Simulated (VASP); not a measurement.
# Cu (Fd-3m) in VASP: a series of runs, part 2 of 2

VASP 6.6.1. The steps go on from the part before.

### Step 3. Relaxation of cell and atoms, PBEsol, target pressure 5 GPa, at which the enthalpy is minimised

INCAR

```
PREC = Accurate
ENCUT = 600
EDIFF = 1E-6
ISMEAR = 0
SIGMA = 0.1
LREAL = False
LASPH = True
NELM = 100
ALGO = Normal
ISIF = 3
LWAVE = False
LCHARG = False
GGA = PS
IBRION = 2
NSW = 80
EDIFFG = -0.02
PSTRESS = 50.0
```

KPOINTS

```
regular mesh
0
Gamma
  16 16 16
```

POSCAR

```
Cu
1.0
    0.0000000000      2.4850000000      2.4850000000
    2.4850000000      0.0000000000      2.4850000000
    2.4850000000      2.4850000000      0.0000000000
Cu
2
Direct
    0.0000000000      0.0000000000      0.0000000000
    0.2500000000      0.2500000000      0.2500000000
```

Potentials or basis: VASP PAW PBE potentials, release 64 (Cu).

On the command line:

```console
> cat potpaw_PBE.64/Cu/POTCAR > POTCAR
> mpirun -np 1 vasp_std > vasp.out
```

OUTCAR:

```text
PREC = Accurate
   ENCUT = 600
   EDIFF = 1E-6
   ISMEAR = 0
   LREAL = False
   LASPH = True
   NELM = 100
   ISIF = 3
   GGA = PS
   IBRION = 2
   NSW = 80
   EDIFFG = -0.02
   PSTRESS = 50.0

 ion  position               nearest neighbor table
   1  0.000  0.000  0.000-   2 2.15   2 2.15   2 2.15   2 2.15
   2  0.250  0.250  0.250-   1 2.15   1 2.15   1 2.15   1 2.15

  LATTYP: Found a face centered cubic cell.
 ALAT       =     4.9700000000

  Lattice vectors:

 A1 = (   0.0000000000,   2.4850000000,   2.4850000000)
 A2 = (   2.4850000000,   0.0000000000,   2.4850000000)
 A3 = (   2.4850000000,   2.4850000000,   0.0000000000)

Analysis of symmetry for initial positions (statically):
=====================================================================
 Subroutine PRICEL returns:
 Original cell was already a primitive cell.

 Routine SETGRP: Setting up the symmetry group for a
 face centered cubic supercell.

 Subroutine GETGRP returns: Found 48 space group operations
 (whereof 24 operations were pure point group operations)
 out of a pool of 48 trial point group operations.

The static configuration has the point symmetry T_d .
 The point group associated with its full space group is O_h .

Analysis of symmetry for dynamics (positions and initial velocities):
=====================================================================
 Subroutine PRICEL returns:
 Original cell was already a primitive cell.

[... 150 lines left out ...]

 Free energy of the ion-electron system (eV)
  ---------------------------------------------------
  ext. energy  EPLUGINS =         0.00000000
  ---------------------------------------------------
  free energy    TOTEN  =        -6.02230158 eV

  energy without entropy =       -6.01778092  energy(sigma->0) =       -6.02004125

 E-fermi :   4.5660     XC(G=0): -11.1886

 val. band max:        4.5557548404   @ k =   0.5000   0.1250   0.0000
 cond. band min:       4.5689364500   @ k =  -0.2500   0.4375   0.1875
 fundamental gap:      0.0131816096
 Fermi energy:         4.5659655182

 k-point     1 :       0.0000    0.0000    0.0000
  band No.  band energies     occupation
      1      -3.0067      2.00000
      2       0.7866      2.00000
      3       0.7866      2.00000
      4       0.8009      2.00000
      5       0.8009      2.00000
      6       0.8009      2.00000
      7       2.2576      2.00000
      8       2.2576      2.00000
      9       2.2576      2.00000
     10       3.1914      2.00000
     11       3.1914      2.00000
     12      15.9605      0.00000
     13      15.9605      0.00000
     14      15.9605      0.00000
[... 490 lines left out ...]
--------------------------------------- Ionic step        3  -------------------------------------------

 number of electron      21.9999978 magnetization

 Free energy of the ion-electron system (eV)
  ---------------------------------------------------
  ext. energy  EPLUGINS =         0.00000000
  ---------------------------------------------------
  free energy    TOTEN  =        -6.21263743 eV

  energy without entropy =       -6.20821296  energy(sigma->0) =       -6.21042519

 E-fermi :   3.6430     XC(G=0): -10.6912

 val. band max:        3.6151755840   @ k =  -0.3750   0.2500   0.0625
 cond. band min:       3.6480736809   @ k =  -0.2500   0.4375   0.1875
 fundamental gap:      0.0328980969
 Fermi energy:         3.6429796555

 k-point     1 :       0.0000    0.0000    0.0000
  band No.  band energies     occupation
      1      -3.3361      2.00000
      2       0.2646      2.00000
      3       0.2646      2.00000
      4       0.2646      2.00000
      5       0.2747      2.00000
      6       0.2747      2.00000
      7       1.5546      2.00000
      8       1.5546      2.00000
      9       1.5546      2.00000
     10       2.3532      2.00000
     11       2.3532      2.00000
     12      14.2784      0.00000
     13      14.2784      0.00000
     14      14.2784      0.00000
[... 448 lines left out ...]
  energy  without entropy=       -6.2082129593  energy(sigma->0) =       -6.21042519

  enthalpy is  TOTEN    =        -5.1584525873 eV   P V=        1.0541848408

 reached required accuracy - stopping structural energy minimisation
```

OSZICAR:

```text
N       E                     dE             d eps       ncg     rms          rms(c)
DAV:   1     0.139355868832E+03    0.13936E+03   -0.11805E+04  4398   0.272E+03
DAV:   2    -0.231218695158E+01   -0.14167E+03   -0.13649E+03  4350   0.329E+02
DAV:   3    -0.754915435691E+01   -0.52370E+01   -0.50662E+01  5309   0.104E+02
[... 25 lines left out ...]
DAV:   4    -0.623094024796E+01    0.26078E-02   -0.19894E-01  5779   0.925E+00    0.993E-01
DAV:   5    -0.621257503333E+01    0.18365E-01   -0.82706E-02  5197   0.699E+00    0.270E-02
DAV:   6    -0.621264815833E+01   -0.73125E-04   -0.82584E-04  4553   0.297E-01    0.254E-02
DAV:   7    -0.621263841178E+01    0.97465E-05   -0.18188E-05  6598   0.768E-02    0.366E-03
DAV:   8    -0.621263731912E+01    0.10927E-05   -0.33245E-07  2371   0.807E-03    0.293E-03
DAV:   9    -0.621263742815E+01   -0.10904E-06   -0.10098E-06  2224   0.256E-02
   3 F= -.51584526E+01 E0= -.51562404E+01  d E =-.939373E-01
```

Wall time 3.3 min (1 thread of Intel Xeon Platinum 8488C (Sapphire Rapids), shared host); peak memory 0.2 GiB.

Results:

* Free energy: -6.2126 eV
* Relaxed volume: 16.89 Å³/atom
* Relaxed cell: a = 3.628 Å, b = 3.628 Å, c = 3.628 Å, α = 60.00°, β = 60.00°, γ = 60.00°
* Space group after relaxing (to 0.1 Å): Fd-3m (No. 227)
* Energy change on relaxing (the run minimises the enthalpy): -95.2 meV/atom
* Ionic steps: 3
* Pressure after relaxing: 5.0 GPa
* Band gap on the k mesh: zero (bands 11 and 12 overlap by 1.04 eV)

The path:
| step | energy change (eV) | largest force (eV/Å) | pressure (GPa) | volume (Å³) |
| --- | --- | --- | --- | --- |
| 1 | 0.0000 | 0.0000 | 15.56 | 30.69 |
| 2 | -0.2209 | 0.0000 | 1.21 | 35.40 |
| 3 | -0.1903 | 0.0000 | 5.05 | 33.78 |

Final structure:
```
Cu
1.0
     0.00000    2.56572    2.56572
     2.56572    0.00000    2.56572
     2.56572    2.56572    0.00000
Cu
2
Direct
  0.00000 0.00000 0.00000
  0.25000 0.25000 0.25000
```

Caveat: the cell is relaxed towards a set pressure, so the run minimises the enthalpy, not the energy; the PAW data sets were made with another functional, which shifts forces and pressure a little.

### Step 4. Relaxation of cell and atoms, PBEsol, target pressure 10 GPa, at which the enthalpy is minimised

INCAR

```
SYSTEM = Cu
ALGO = Normal
EDIFF = 1E-7
EDIFFG = -0.02
ENCUT = 600
GGA = PS
IBRION = 2
ISIF = 3
ISMEAR = 0
LASPH = .True.
LCHARG = .False.
LREAL = .False.
LWAVE = .False.
NELM = 80
NSW = 80
PREC = Accurate
PSTRESS = 100.0
SIGMA = 0.1
```

KPOINTS

```
k-points
0
Gamma
  16 16 16
  0 0 0
```

POSCAR is that of step 3.

On the command line:

```console
> cat potpaw_PBE.64/Cu/POTCAR > POTCAR
> mpirun -np 1 vasp_std > vasp.out
```

Run time: 3.2 min. Hardware: 1 thread of Intel Xeon Platinum 8488C (Sapphire Rapids), shared host; peak memory 0.21 GiB.

It converged, with:

| Quantity | Value |
| --- | --- |
| Free energy | -6.1369 eV |
| Relaxed volume | 16.07 Å³/atom |
| Relaxed cell | a = 3.569 Å, b = 3.569 Å, c = 3.569 Å, α = 60.00°, β = 60.00°, γ = 60.00° |
| Space group after relaxing (to 0.1 Å) | Fd-3m (No. 227) |
| Energy change on relaxing (the run minimises the enthalpy) | -57.3 meV/atom |
| Ionic steps | 3 |
| Pressure after relaxing | 10.0 GPa |
| Band gap on the k mesh | zero (bands 11 and 12 overlap by 1.07 eV) |

The path:
```
step  energy change (eV)  largest force (eV/Å)  pressure (GPa)  volume (Å³)
   1              0.0000                0.0000           15.69        30.69
   2             -0.1685                0.0000            6.64        33.18
   3             -0.1146                0.0000            9.99        32.13
```

Final structure:
```
Cu
1.0
     0.00000    2.52338    2.52338
     2.52338    0.00000    2.52338
     2.52338    2.52338    0.00000
Cu
2
Direct
  0.00000 0.00000 0.00000
  0.25000 0.25000 0.25000
```

Levels at points of the mesh, in eV from the Fermi level:
| k point | band 8 | band 9 | band 10 | band 11 | band 12 | band 13 | band 14 | band 15 |
| --- | --- | --- | --- | --- | --- | --- | --- | --- |
| (0.00, 0.00, 0.00) | -2.20 | -2.20 | -1.33 | -1.33 | 11.02 | 11.02 | 11.02 | 11.74 |
| (0.50, 0.00, 0.00) | -1.91 | -1.91 | -1.46 | -1.46 | -0.31 | 7.89 | 7.89 | 11.99 |
| (0.50, 0.50, 0.00) | -2.40 | -1.34 | -1.34 | 0.28 | 0.28 | 3.90 | 3.90 | 8.68 |

Caveat: the cell is relaxed towards a set pressure, so the run minimises the enthalpy, not the energy; the PAW data sets were made with another functional, which shifts forces and pressure a little.

### Step 5. Overview

| cell | gap on the mesh (eV) | pressure (GPa) |
| --- | --- | --- |
| relaxed | none | 0.1 |
| relaxed to 5 GPa | none | 5.0 |
| relaxed to 10 GPa | none | 10.0 |

Alike in all rows: task relaxation of cell and atoms; level PBEsol; potentials or basis VASP PAW PBE potentials, release 64 (Cu); no spin polarisation; k mesh 16 × 16 × 16; cutoff (eV) 600; smearing gaussian 0.1 eV.

Caveats: the PAW data sets were made with another functional, which shifts forces and pressure a little; the cell is relaxed towards a set pressure, so the run minimises the enthalpy, not the energy (at least some runs); the volume moved by over 15 % at a fixed basis, so the end points are rough (at least some runs).

Absolute energies hang on the potentials; compare differences alone.

The gap in the log of VASP goes by the Fermi energy; the results here count the filled bands.